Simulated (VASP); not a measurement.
# BaTe (P6_3mc) in VASP: notebook

Runs on BaTe. Level: PBE. Tasks: electric field gradients, single point.

All numbers are computed with VASP 6.6.1; they aren't measurements. Logs are shortened: lines on timing, memory, paths and dates and some standing lists are left out, and cuts for length are marked.

### Step 1. The cell of the first run

The typed cell holds 4 atoms: a = 5.979 Å, b = 5.979 Å, c = 7.000 Å, α = 90.00°, β = 90.00°, γ = 120.00°.

### Step 2. Electric field gradients, PBE

The input, INCAR:

```
SYSTEM = BaTe
PREC = Accurate
ENCUT = 520
EDIFF = 1E-8
ISMEAR = -1
SIGMA = 0.08
LREAL = .False.
LASPH = .True.
NELM = 100
ALGO = Normal
ISIF = 2
LWAVE = .False.
LCHARG = .False.
GGA = PE
LEFG = .True.
NBANDS = 24
```

The input, KPOINTS:

```
Automatic mesh
0
Gamma
  8 8 5
  0 0 0
```

The input, POSCAR:

```
BaTe
1.0
    5.9794057674      0.0000000000      0.0000000000
   -2.9897028837      5.1783172940      0.0000000000
    0.0000000000      0.0000000000      7.0000356465
Ba Te
2 2
Direct
    0.3333333333      0.6666666667     -0.0619137239
    0.6666666667      0.3333333333      0.4380862761
    0.3333333333      0.6666666667      0.4379137239
    0.6666666667      0.3333333333      0.9379137239
```

Potentials or basis: VASP PAW PBE potentials, release 64 (Ba_sv, Te).

Started as:

```sh
$ cat potpaw_PBE.64/Ba_sv/POTCAR potpaw_PBE.64/Te/POTCAR > POTCAR
$ mpirun -np 1 vasp_std > vasp.out
```

OUTCAR:

```text
SYSTEM = BaTe
   PREC = Accurate
   ENCUT = 520
   EDIFF = 1E-8
   ISMEAR = -1
   LREAL = .False.
   LASPH = .True.
   NELM = 100
   ISIF = 2
   GGA = PE

 ion  position               nearest neighbor table
   1  0.333  0.667  0.938-   4 3.45   4 3.45   4 3.45   3 3.50   3 3.50
   2  0.667  0.333  0.438-   3 3.45   3 3.45   3 3.45   4 3.50   4 3.50
   3  0.333  0.667  0.438-   2 3.45   2 3.45   2 3.45   1 3.50   1 3.50
   4  0.667  0.333  0.938-   1 3.45   1 3.45   1 3.45   2 3.50   2 3.50

  LATTYP: Found a hexagonal cell.
 ALAT       =     5.9794057674
 C/A-ratio  =     1.1706908544

  Lattice vectors:

 A1 = (   5.9794057674,   0.0000000000,   0.0000000000)
 A2 = (  -2.9897028837,   5.1783172940,   0.0000000000)
 A3 = (   0.0000000000,   0.0000000000,   7.0000356465)

Analysis of symmetry for initial positions (statically):
=====================================================================
 Subroutine PRICEL returns:
 Original cell was already a primitive cell.

 Routine SETGRP: Setting up the symmetry group for a
 hexagonal supercell.

 Subroutine GETGRP returns: Found 12 space group operations
 (whereof  6 operations were pure point group operations)
 out of a pool of 24 trial point group operations.

The static configuration has the point symmetry C_3v.
 The point group associated with its full space group is C_6v.

Analysis of symmetry for dynamics (positions and initial velocities):
=====================================================================
 Subroutine PRICEL returns:
 Original cell was already a primitive cell.

 Routine SETGRP: Setting up the symmetry group for a
 hexagonal supercell.

 Subroutine GETGRP returns: Found 12 space group operations
 (whereof  6 operations were pure point group operations)
 out of a pool of 24 trial point group operations.

The dynamic configuration has the point symmetry C_3v.
 The point group associated with its full space group is C_6v.

 Subroutine INISYM returns: Found 12 space group operations
 (whereof  6 operations are pure point group operations),
 and found     1 'primitive' translations

----------------------------------------------------------------------------------------

                                     Primitive cell

  volume of cell :     216.7439

  direct lattice vectors                    reciprocal lattice vectors
     5.979405767  0.000000000  0.000000000     0.167240699  0.096556463  0.000000000
    -2.989702884  5.178317294  0.000000000     0.000000000  0.193112925  0.000000000
     0.000000000  0.000000000  7.000035646     0.000000000  0.000000000  0.142856415

  length of vectors
     5.979405767  5.979405767  7.000035646     0.193112925  0.193112925  0.142856415

  position of ions in fractional coordinates (direct lattice)
     0.333333333  0.666666667  0.938086276
     0.666666667  0.333333333  0.438086276
     0.333333333  0.666666667  0.437913724
     0.666666667  0.333333333  0.937913724

  ion indices of the primitive-cell ions
   primitive index   ion index
                 1           1
                 2           2
                 3           3
                 4           4

----------------------------------------------------------------------------------------

 KPOINTS: Automatic mesh

Automatic generation of k-mesh.
 Grid dimensions read from file:
 generate k-points for:    8    8    5

 Generating k-lattice:

  Cartesian coordinates                     Fractional coordinates (reciprocal lattice)
     0.020905087  0.012069558  0.000000000     0.125000000  0.000000000  0.000000000
     0.000000000  0.024139116  0.000000000     0.000000000  0.125000000  0.000000000
     0.000000000  0.000000000  0.028571283     0.000000000  0.000000000  0.200000000

  Length of vectors
     0.024139116  0.024139116  0.028571283

  Shift w.r.t. Gamma in fractional coordinates (k-lattice)
     0.000000000  0.000000000  0.000000000

 Subroutine IBZKPT returns following result:
 ===========================================

 Found     30 irreducible k-points:

 Following reciprocal coordinates:
            Coordinates               Weight
  0.000000  0.000000  0.000000      1.000000
  0.125000 -0.000000  0.000000      6.000000
  0.250000 -0.000000  0.000000      6.000000
  0.375000 -0.000000  0.000000      6.000000
  0.500000 -0.000000  0.000000      3.000000
  0.125000  0.125000  0.000000      6.000000
[... 16 lines left out ...]
  0.250000 -0.000000  0.400000     12.000000
  0.375000 -0.000000  0.400000     12.000000
 [... further k-points ...]
   k-points           NKPTS =     30   k-points in BZ     NKDIM =     30   number of bands    NBANDS=     24
   number of dos      NEDOS =    301   number of ions     NIONS =      4
   total plane-waves  NPLWV = 124416
   dimension x,y,z NGX =    48 NGY =   48 NGZ =   54
   dimension x,y,z NGXF=    96 NGYF=   96 NGZF=  108
   ions per type =               2   2
   NGX,Y,Z   is equivalent  to a cutoff of  13.35, 13.35, 12.82 a.u.
   NGXF,Y,Z  is equivalent  to a cutoff of  26.69, 26.69, 25.65 a.u.
 SYSTEM =  BaTe
   PREC   = accura    normal or accurate (medium, high low for compatibility)
   ISTART =      0    job   : 0-new  1-cont  2-samecut
   ICHARG =      2    charge: 1-file 2-atom 10-const
   ISPIN  =      1    spin polarized calculation?
   LNONCOLLINEAR =      F non collinear calculations
   LSORBIT =      F    spin-orbit coupling
   LASPH  =      T    aspherical Exc in radial PAW
   ENCUT  =  520.0 eV  38.22 Ry    6.18 a.u.  11.12 11.12 13.02*2*pi/ulx,y,z
   NELM   =    100;   NELMIN=  2; NELMDL= -5     # of ELM steps
   EDIFF  = 0.1E-07   stopping-criterion for ELM
   LREAL  =      F    real-space projection
   EDIFFG = 0.1E-06   stopping-criterion for IOM
   NSW    =      0    number of steps for IOM
   IBRION =     -1    ionic relax: 0-MD 1-quasi-New 2-CG
   NFREE  =      0    steps in history (QN), initial steepest desc. (CG)
   ISIF   =      2    stress and relaxation
   ISYM   =      2    0-nonsym 1-usesym 2-fastsym
   POTIM  = 0.5000    time-step for ionic-motion
   TEBEG  =    0.0;   TEEND  =   0.0 temperature during run
   PSTRESS=    0.0 pullay stress
   NELECT =      32.0000    total number of electrons
   NUPDOWN=      -1.0000    fix difference up-down
   EMIN   =  10.00;   EMAX   =-10.00  energy-range for DOS
   EFERMI =   0.00;   METHOD = LEGACY
   ISMEAR =    -1;   SIGMA  =   0.08  broadening in eV -4-tet -1-fermi 0-gaus
   EFERMI_NEDOS =   21; number of points for ismear=-14 and -15
   IALGO  =     38    algorithm
   IMIX   =      4    mixing-type and parameters
     AMIX     =   0.40;   BMIX     =  1.00
     AMIX_MAG =   1.60;   BMIX_MAG =  1.00
  volume/ion in A,a.u.               =      54.19       365.67
  Fermi-wavevector in a.u.,A,eV,Ry     =   0.865252  1.635089 10.186147  0.748661
  Thomas-Fermi vector in A             =   1.983468
   LORBIT       =      0    0 simple, 1 ext, 2 COOP (PROOUT), +10 PAW based schemes
   GGA     = PE    functional components
   LHFCALC =     F    Hartree Fock is set to
   AEXX    =    0.0000 exact exchange contribution
   IVDW    =     0    specifies the selected vdW correction
   LEPSILON=     F    determine dielectric tensor
   LRPA    =     F    only Hartree local field effects (RPA)
 non-spin polarized calculation
  energy-cutoff  :      520.00
  volume of cell :      216.74
 maximum number of plane-waves:      5870
 NGX is ok and might be reduce to    48
   NGX = 23   NGY = 23   NGZ = 27

 number of electron      32.0000000 magnetization

 Free energy of the ion-electron system (eV)
  ---------------------------------------------------
  ext. energy  EPLUGINS =         0.00000000
  ---------------------------------------------------
  free energy    TOTEN  =       -16.77845579 eV

  energy without entropy =      -16.77845520  energy(sigma->0) =      -16.77845549

 E-fermi :   1.9495     XC(G=0):  -7.0727

 val. band max:        1.0102057746   @ k =   0.0000   0.0000   0.0000
 cond. band min:       2.9362840878   @ k =   0.3750   0.2500   0.0000
 fundamental gap:      1.9260783132
 Fermi energy:         1.9494943248

 k-point     1 :       0.0000    0.0000    0.0000
  band No.  band energies     occupation
      1     -26.2623      2.00000
      2     -26.2482      2.00000
      3     -11.5548      2.00000
      4     -11.5142      2.00000
      5     -11.5142      2.00000
      6     -11.4491      2.00000
[... 16 lines left out ...]
     23       5.5194      0.00000
     24       6.3169      0.00000

 k-point     2 :       0.1250   -0.0000    0.0000
  band No.  band energies     occupation
      1     -26.2617      2.00000
      2     -26.2485      2.00000
      3     -11.5489      2.00000
      4     -11.5285      2.00000
      5     -11.5174      2.00000
      6     -11.4674      2.00000
[... 16 lines left out ...]
     23       5.6548      0.00000
     24       5.7374      0.00000

 k-point     3 :       0.2500   -0.0000    0.0000
  band No.  band energies     occupation
      1     -26.2601      2.00000
      2     -26.2495      2.00000
      3     -11.5621      2.00000
      4     -11.5326      2.00000
      5     -11.5248      2.00000
      6     -11.5101      2.00000
[... 16 lines left out ...]
     23       5.5321      0.00000
     24       5.7761      0.00000
[... 514 lines left out ...]
 k-point    23 :       0.2500   -0.0000    0.4000
  band No.  band energies     occupation
      1     -26.2564      2.00000
      2     -26.2532      2.00000
      3     -11.6360      2.00000
      4     -11.6120      2.00000
      5     -11.4984      2.00000
      6     -11.4750      2.00000
[... 16 lines left out ...]
     23       5.4529      0.00000
     24       5.7609      0.00000

 k-point    24 :       0.3750   -0.0000    0.4000
  band No.  band energies     occupation
      1     -26.2555      2.00000
      2     -26.2534      2.00000
      3     -11.6775      2.00000
      4     -11.6613      2.00000
      5     -11.5032      2.00000
      6     -11.4777      2.00000
[... 16 lines left out ...]
     23       5.6828      0.00000
     24       5.7776      0.00000

 [... further k-points ...]

------------------------ aborting loop because EDIFF is reached ----------------------------------------

  FORCE on cell =-STRESS in cart. coord.  units (eV):
  Direction    XX          YY          ZZ          XY          YZ          ZX
  --------------------------------------------------------------------------------------
  -------------------------------------------------------------------------------------
  Total        0.2114862      0.2114862      0.3793789      0.0000000      0.0000000      0.0000000
  in kB        1.5633118      1.5633118      2.8043796      0.0000000      0.0000000      0.0000000
  external PRESSURE =       1.9770011 kB  Pullay stress =       0.0000000 kB

 VOLUME and BASIS-vectors are now :
 -----------------------------------------------------------------------------
  energy-cutoff  :      520.00
  volume of cell :      216.74
      direct lattice vectors                 reciprocal lattice vectors
     5.979405767  0.000000000  0.000000000     0.167240699  0.096556463  0.000000000
    -2.989702884  5.178317294  0.000000000     0.000000000  0.193112925  0.000000000
     0.000000000  0.000000000  7.000035646     0.000000000  0.000000000  0.142856415

 POSITION                                       TOTAL-FORCE (eV/Angst)
 -----------------------------------------------------------------------------------
     -0.00000      3.45221      6.56664         0.000000      0.000000     -0.002717
      2.98970      1.72611      3.06662        -0.000000     -0.000000     -0.002717
     -0.00000      3.45221      3.06541        -0.000000      0.000000      0.002717
      2.98970      1.72611      6.56543         0.000000     -0.000000      0.002717
 -----------------------------------------------------------------------------------
    total drift:                               -0.000000      0.000000     -0.000094

  FREE ENERGIE OF THE ION-ELECTRON SYSTEM (eV)
  ---------------------------------------------------
  free  energy   TOTEN  =       -16.7784557862 eV

  energy  without entropy=      -16.7784552034  energy(sigma->0) =      -16.77845549

 Electric field gradients (V/A^2)
---------------------------------------------------------------------
 ion       V_xx      V_yy      V_zz      V_xy      V_xz      V_yz
---------------------------------------------------------------------
   1      21.114    21.113   -42.227    -0.000     0.000    -0.000
   2      21.114    21.113   -42.227    -0.000    -0.000     0.000
   3       3.267     3.267    -6.534    -0.000     0.000    -0.000
   4       3.267     3.267    -6.534    -0.000    -0.000     0.000
---------------------------------------------------------------------

 Electric field gradients after diagonalization (V/A^2)
 (convention: |V_zz| > |V_xx| > |V_yy|)
----------------------------------------------------------------------
 ion       V_xx      V_yy      V_zz     asymmetry (V_yy - V_xx)/ V_zz
----------------------------------------------------------------------
   1      21.114    21.113   -42.227       0.000
   2      21.114    21.113   -42.227       0.000
   3       3.267     3.267    -6.534       0.000
   4       3.267     3.267    -6.534       0.000
----------------------------------------------------------------------

           NMR quadrupolar parameters

 Cq : quadrupolar parameter    Cq=e*Q*V_zz/h
 eta: asymmetry parameters     (V_yy - V_xx)/ V_zz
 Q  : nuclear electric quadrupole moment in mb (millibarn)
----------------------------------------------------------------------
 ion       Cq(MHz)       eta       Q (mb)
----------------------------------------------------------------------
   1      -0.102       0.000       1.000
   2      -0.102       0.000       1.000
   3      -0.016       0.000       1.000
   4      -0.016       0.000       1.000
----------------------------------------------------------------------
```

Wall time 6.8 min (1 thread of Intel Xeon 8259CL, shared host); peak memory 0.43 GiB.

What came out:

```yaml
Free_energy: -16.7785 eV
Pressure: 0.2 GPa
Band_gap_on_the_k_mesh: 1.93 eV (least direct gap 2.23 eV)
Largest_electric_field_gradient_by_atom: Ba -42.2; Te -6.5 V/Å²
```

Forces on the atoms (eV/Å):
```
Ba   0.000  0.000 -0.003
Ba   0.000  0.000 -0.003
Te   0.000  0.000  0.003
Te   0.000  0.000  0.003
```

Levels at points of the mesh, in eV from the valence-band top:
```
           k point  band 12  band 13  band 14  band 15  band 16  band 17  band 18  band 19  band 20  band 21
(0.00, 0.00, 0.00)    -1.06    -0.94    -0.93    -0.93     0.00     2.31     2.73     2.73     3.60     4.34
(0.50, 0.00, 0.00)    -1.01    -0.84    -0.75    -0.53    -0.39     2.31     2.74     2.90     3.80     3.88
```

Electric field gradients, principal values (V/Å²):
```tsv
atom	least	middle	greatest (by size)
1 Ba	21.113	21.114	-42.227
2 Ba	21.113	21.114	-42.227
3 Te	3.267	3.267	-6.534
4 Te	3.267	3.267	-6.534
```

Caveat: without QUAD_EFG the Cq values of the log hold for a quadrupole moment of 1 mb, not for the nuclei; spin-orbit coupling is left out, which moves the levels of the heavy elements. A k mesh can miss the band edges.

[end of part 1 of 2]
